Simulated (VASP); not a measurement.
# CaBr (P-6m2) in VASP: a series of runs, part 4 of 4

VASP 6.6.1. The steps go on from the part before.

## 6. Relaxation of cell and atoms, PBE, target pressure 30 GPa, at which the enthalpy is minimised

INCAR reads:

```
PREC = Accurate
ENCUT = 600
EDIFF = 1E-6
ISMEAR = -1
SIGMA = 0.05
LREAL = False
LASPH = True
NELM = 80
ALGO = Normal
ISIF = 3
LWAVE = False
LCHARG = False
GGA = PE
IBRION = 2
NSW = 60
EDIFFG = -0.01
PSTRESS = 300.0
```

KPOINTS reads:

```
regular mesh
0
Gamma
  8 8 6
```

POSCAR reads:

```
CaBr
1.0
    3.9170223818      0.0000000000      0.0000000000
   -1.9585111909      3.3922408898      0.0000000000
    0.0000000000      0.0000000000      4.3410340000
Br Ca
1 1
Direct
    0.3333333333      0.6666666667      0.5000000000
    0.0000000000      0.0000000000      0.0000000000
```

Potentials or basis: VASP PAW PBE potentials, release 64 (Br, Ca_sv).

Launch:

```
> cat potpaw_PBE.64/Br/POTCAR potpaw_PBE.64/Ca_sv/POTCAR > POTCAR
> mpirun -np 1 vasp_std > vasp.out
```

OUTCAR:

```text
PREC = Accurate
   ENCUT = 600
   EDIFF = 1E-6
   ISMEAR = -1
   LREAL = False
   LASPH = True
   NELM = 80
   ISIF = 3
   GGA = PE
   IBRION = 2
   NSW = 60
   EDIFFG = -0.01
   PSTRESS = 300.0

 ion  position               nearest neighbor table
   1  0.333  0.667  0.500-
   2  0.000  0.000  0.000-

  LATTYP: Found a hexagonal cell.
 ALAT       =     3.9170223818
 C/A-ratio  =     1.1082484543

  Lattice vectors:

 A1 = (   3.9170223818,   0.0000000000,   0.0000000000)
 A2 = (  -1.9585111909,   3.3922408898,   0.0000000000)
 A3 = (   0.0000000000,   0.0000000000,   4.3410340000)

Analysis of symmetry for initial positions (statically):
=====================================================================
 Subroutine PRICEL returns:
 Original cell was already a primitive cell.

 Routine SETGRP: Setting up the symmetry group for a
 hexagonal supercell.

 Subroutine GETGRP returns: Found 12 space group operations
 (whereof 12 operations were pure point group operations)
 out of a pool of 24 trial point group operations.

The static configuration has the point symmetry D_3h.

Analysis of symmetry for dynamics (positions and initial velocities):
=====================================================================
 Subroutine PRICEL returns:
 Original cell was already a primitive cell.

 Routine SETGRP: Setting up the symmetry group for a
 hexagonal supercell.

 Subroutine GETGRP returns: Found 12 space group operations
 (whereof 12 operations were pure point group operations)
 out of a pool of 24 trial point group operations.

The dynamic configuration has the point symmetry D_3h.

 Subroutine INISYM returns: Found 12 space group operations
 (whereof 12 operations are pure point group operations),
 and found     1 'primitive' translations

----------------------------------------------------------------------------------------

                                     Primitive cell

  volume of cell :      57.6814

  direct lattice vectors                    reciprocal lattice vectors
     3.917022382  0.000000000  0.000000000     0.255295963  0.147395193  0.000000000
    -1.958511191  3.392240890  0.000000000     0.000000000  0.294790386  0.000000000
     0.000000000  0.000000000  4.341034000     0.000000000  0.000000000  0.230359864

  length of vectors
     3.917022382  3.917022382  4.341034000     0.294790386  0.294790386  0.230359864

  position of ions in fractional coordinates (direct lattice)
     0.333333333  0.666666667  0.500000000
     0.000000000  0.000000000  0.000000000

  ion indices of the primitive-cell ions
   primitive index   ion index
                 1           1
                 2           2

----------------------------------------------------------------------------------------

 KPOINTS: regular mesh

Automatic generation of k-mesh.
 Grid dimensions read from file:
 generate k-points for:    8    8    6

 Generating k-lattice:

  Cartesian coordinates                     Fractional coordinates (reciprocal lattice)
     0.031911995  0.018424399  0.000000000     0.125000000  0.000000000  0.000000000
     0.000000000  0.036848798  0.000000000     0.000000000  0.125000000  0.000000000
     0.000000000  0.000000000  0.038393311     0.000000000  0.000000000  0.166666667

  Length of vectors
     0.036848798  0.036848798  0.038393311

  Shift w.r.t. Gamma in fractional coordinates (k-lattice)
     0.000000000  0.000000000  0.000000000

 Subroutine IBZKPT returns following result:
 ===========================================

 Found     40 irreducible k-points:

 Following reciprocal coordinates:
            Coordinates               Weight
  0.000000  0.000000  0.000000      1.000000
  0.125000 -0.000000  0.000000      6.000000
  0.250000 -0.000000  0.000000      6.000000
  0.375000 -0.000000  0.000000      6.000000
  0.500000 -0.000000  0.000000      3.000000
  0.125000  0.125000  0.000000      6.000000
[... 16 lines left out ...]
  0.250000 -0.000000  0.333333     12.000000
  0.375000 -0.000000  0.333333     12.000000
 [... further k-points ...]
   k-points           NKPTS =     40   k-points in BZ     NKDIM =     40   number of bands    NBANDS=     12
   number of dos      NEDOS =    301   number of ions     NIONS =      2
   total plane-waves  NPLWV =  36864
   dimension x,y,z NGX =    32 NGY =   32 NGZ =   36
   dimension x,y,z NGXF=    64 NGYF=   64 NGZF=   72
   ions per type =               1   1
   NGX,Y,Z   is equivalent  to a cutoff of  13.58, 13.58, 13.79 a.u.
   NGXF,Y,Z  is equivalent  to a cutoff of  27.16, 27.16, 27.57 a.u.
 SYSTEM =  unknown system
   PREC   = accura    normal or accurate (medium, high low for compatibility)
   ISTART =      0    job   : 0-new  1-cont  2-samecut
   ICHARG =      2    charge: 1-file 2-atom 10-const
   ISPIN  =      1    spin polarized calculation?
   LNONCOLLINEAR =      F non collinear calculations
   LSORBIT =      F    spin-orbit coupling
   LASPH  =      T    aspherical Exc in radial PAW
   ENCUT  =  600.0 eV  44.10 Ry    6.64 a.u.   7.82  7.82  8.67*2*pi/ulx,y,z
   NELM   =     80;   NELMIN=  2; NELMDL= -5     # of ELM steps
   EDIFF  = 0.1E-05   stopping-criterion for ELM
   LREAL  =      F    real-space projection
   EDIFFG = -.1E-01   stopping-criterion for IOM
   NSW    =     60    number of steps for IOM
   IBRION =      2    ionic relax: 0-MD 1-quasi-New 2-CG
   NFREE  =      1    steps in history (QN), initial steepest desc. (CG)
   ISIF   =      3    stress and relaxation
   ISYM   =      2    0-nonsym 1-usesym 2-fastsym
   POTIM  = 0.5000    time-step for ionic-motion
   TEBEG  =    0.0;   TEEND  =   0.0 temperature during run
   PSTRESS=  300.0 pullay stress
   NELECT =      17.0000    total number of electrons
   NUPDOWN=      -1.0000    fix difference up-down
   EMIN   =  10.00;   EMAX   =-10.00  energy-range for DOS
   EFERMI =   0.00;   METHOD = LEGACY
   ISMEAR =    -1;   SIGMA  =   0.05  broadening in eV -4-tet -1-fermi 0-gaus
   EFERMI_NEDOS =   21; number of points for ismear=-14 and -15
   IALGO  =     38    algorithm
   IMIX   =      4    mixing-type and parameters
     AMIX     =   0.40;   BMIX     =  1.00
     AMIX_MAG =   1.60;   BMIX_MAG =  1.00
  volume/ion in A,a.u.               =      28.84       194.63
  Fermi-wavevector in a.u.,A,eV,Ry     =   1.089463  2.058787 16.149159  1.186930
  Thomas-Fermi vector in A             =   2.225667
   LORBIT       =      0    0 simple, 1 ext, 2 COOP (PROOUT), +10 PAW based schemes
   GGA     = PE    functional components
   LHFCALC =     F    Hartree Fock is set to
   AEXX    =    0.0000 exact exchange contribution
   IVDW    =     0    specifies the selected vdW correction
   LEPSILON=     F    determine dielectric tensor
   LRPA    =     F    only Hartree local field effects (RPA)
 conjugate gradient relaxation of ions
 non-spin polarized calculation
  energy-cutoff  :      600.00
  volume of cell :       57.68
 maximum number of plane-waves:      1942
 NGX is ok and might be reduce to    32
   NGX = 15   NGY = 15   NGZ = 17

--------------------------------------- Ionic step        1  -------------------------------------------

 number of electron      17.0000001 magnetization

 Free energy of the ion-electron system (eV)
  ---------------------------------------------------
  ext. energy  EPLUGINS =         0.00000000
  ---------------------------------------------------
  free energy    TOTEN  =        -6.04568634 eV

  energy without entropy =       -6.01947869  energy(sigma->0) =       -6.03258251

 E-fermi :   4.6810     XC(G=0):  -8.8091

 val. band max:        4.6705380116   @ k =   0.2500   0.1250   0.1667
 cond. band min:       4.6924139926   @ k =   0.2500   0.1250   0.3333
 fundamental gap:      0.0218759810
 Fermi energy:         4.6809663130

 k-point     1 :       0.0000    0.0000    0.0000
  band No.  band energies     occupation
      1     -37.7218      2.00000
      2     -18.7949      2.00000
      3     -18.6698      2.00000
      4     -18.6698      2.00000
      5     -12.9730      2.00000
      6      -0.9107      2.00000
      7       0.0650      2.00000
      8       0.0650      2.00000
      9       2.8317      2.00000
     10       5.1916      0.00007
     11       6.9728      0.00000
     12       6.9728      0.00000
[... 939 lines left out ...]
  enthalpy is  TOTEN    =         2.1912627435 eV   P V=        6.9612175384

--------------------------------------- Ionic step        7  -------------------------------------------

 number of electron      17.0000001 magnetization

 Free energy of the ion-electron system (eV)
  ---------------------------------------------------
  ext. energy  EPLUGINS =         0.00000000
  ---------------------------------------------------
  free energy    TOTEN  =        -4.76970165 eV

  energy without entropy =       -4.75135416  energy(sigma->0) =       -4.76052791

 E-fermi :   7.9816     XC(G=0): -10.7723

 val. band max:        7.9645205742   @ k =   0.3750   0.1250   0.3333
 cond. band min:       8.0737900713   @ k =   0.2500   0.1250   0.1667
 fundamental gap:      0.1092694972
 Fermi energy:         7.9815776143

 k-point     1 :       0.0000    0.0000    0.0000
  band No.  band energies     occupation
      1     -33.1286      2.00000
      2     -14.3638      2.00000
      3     -14.0250      2.00000
      4     -14.0250      2.00000
      5     -11.0674      2.00000
      6       2.1034      2.00000
      7       3.5283      2.00000
      8       3.5283      2.00000
      9       6.3120      2.00000
     10       9.8249      0.00000
     11      11.3811      0.00000
     12      11.3811      0.00000
[... 374 lines left out ...]
  FREE ENERGIE OF THE ION-ELECTRON SYSTEM (eV)
  ---------------------------------------------------
  free  energy   TOTEN  =        -4.7697016483 eV

  energy  without entropy=       -4.7513541618  energy(sigma->0) =       -4.76052791

  enthalpy is  TOTEN    =         2.1909898698 eV   P V=        6.9606915182

 reached required accuracy - stopping structural energy minimisation
```

OSZICAR:

```text
N       E                     dE             d eps       ncg     rms          rms(c)
DAV:   1     0.133100544062E+03    0.13310E+03   -0.83589E+03   960   0.139E+03
[... 64 lines left out ...]
   6 F= 0.21912627E+01 E0= 0.22005366E+01  d E =-.634763E-03
       N       E                     dE             d eps       ncg     rms          rms(c)
DAV:   1    -0.477061835788E+01   -0.66380E-03   -0.79560E-02   980   0.283E+00    0.195E-01
DAV:   2    -0.477003971721E+01    0.57864E-03   -0.15566E-03  1108   0.409E-01    0.119E-01
DAV:   3    -0.476969999725E+01    0.33972E-03   -0.62997E-04  1180   0.264E-01    0.121E-02
DAV:   4    -0.476970132409E+01   -0.13268E-05   -0.32368E-05  1148   0.597E-02    0.781E-03
DAV:   5    -0.476970164833E+01   -0.32423E-06   -0.26329E-06   988   0.202E-02
   7 F= 0.21909899E+01 E0= 0.22001636E+01  d E =-.907636E-03
```

Wall time 59 s (1 thread of Intel Xeon 6975P-C (Granite Rapids), shared host); peak memory 0.22 GiB.

What came out:

```
Free energy                                                : -4.7697 eV
Relaxed volume                                             : 18.59 Å³/atom
Relaxed cell                                               : a = 3.370 Å, b = 3.370 Å, c = 3.780 Å, α = 90.00°, β = 90.00°, γ = 120.00°
Space group after relaxing (to 0.1 Å)                      : P-6m2 (No. 187)
Energy change on relaxing (the run minimises the enthalpy) : +638.0 meV/atom
Ionic steps                                                : 7
Pressure after relaxing                                    : 30.0 GPa
Band gap on the k mesh                                     : zero (an odd number of electrons rules out a gap without spin polarisation)
```

Stress tensor (GPa, compression positive):
```
29.93  0.00  0.00
 0.00 29.93  0.00
 0.00  0.00 30.02
```

Step by step:
```
step  energy change (eV)  largest force (eV/Å)  pressure (GPa)  volume (Å³)
   1              0.0000                0.0000            0.25        57.68
   2              8.1960                0.0000          176.35        23.53
   3              0.9797                0.0000           24.04        38.94
   4              1.1619                0.0000           27.74        37.81
   5              1.2760                0.0000           30.06        37.18
   6              1.2757                0.0000           30.00        37.18
   7              1.2760                0.0000           29.96        37.17
```

Final structure:
```cif
data_structure
_symmetry_space_group_name_H-M 'P 1'
_symmetry_Int_Tables_number 1
_cell_length_a 3.3699
_cell_length_b 3.3699
_cell_length_c 3.7800
_cell_angle_alpha 90.000
_cell_angle_beta 90.000
_cell_angle_gamma 120.000
_cell_volume 37.17
loop_
_atom_site_label
_atom_site_type_symbol
_atom_site_fract_x
_atom_site_fract_y
_atom_site_fract_z
_atom_site_occupancy
Br1 Br 0.33333 0.66667 0.50000 1
Ca1 Ca 0.00000 0.00000 0.00000 1
```

Levels at points of the mesh, in eV from the Fermi level:
| k point | band 5 | band 6 | band 7 | band 8 | band 9 | band 10 | band 11 | band 12 |
| --- | --- | --- | --- | --- | --- | --- | --- | --- |
| (0.00, 0.00, 0.00) | -19.05 | -5.88 | -4.45 | -4.45 | -1.67 | 1.84 | 3.40 | 3.40 |
| (0.50, 0.00, 0.00) | -17.66 | -8.68 | -6.30 | -5.02 | -0.89 | 2.95 | 3.01 | 3.31 |
| (0.00, 0.00, 0.50) | -17.83 | -8.59 | -4.31 | -4.31 | 1.96 | 1.96 | 2.02 | 3.27 |
| (0.50, 0.00, 0.50) | -17.92 | -7.95 | -7.07 | -5.63 | -0.28 | 2.63 | 4.06 | 5.37 |

Caveat: the cell is relaxed towards a set pressure, so the run minimises the enthalpy, not the energy; the volume moved by over 15 % at a fixed basis, so the end points are rough; an odd number of electrons without spin polarisation forces a metal; a magnetic or distorted state may lie lower.

## 7. Overview

```csv
cell,gap on the mesh (eV),pressure (GPa)
relaxed to 2 GPa,none,2.0
relaxed to 5 GPa,none,5.0
relaxed to 10 GPa,none,10.0
relaxed to 20 GPa,none,20.0
relaxed to 30 GPa,none,30.0
```

Alike in all rows: task relaxation of cell and atoms; level PBE; potentials or basis VASP PAW PBE potentials, release 64 (Br, Ca_sv); no spin polarisation; k mesh 8 × 8 × 6; cutoff (eV) 600; smearing fermi-dirac 0.05 eV.

Caveats: the cell is relaxed towards a set pressure, so the run minimises the enthalpy, not the energy; an odd number of electrons without spin polarisation forces a metal; a magnetic or distorted state may lie lower; the volume moved by over 15 % at a fixed basis, so the end points are rough (at least some runs).

Absolute energies hang on the potentials; compare differences alone.
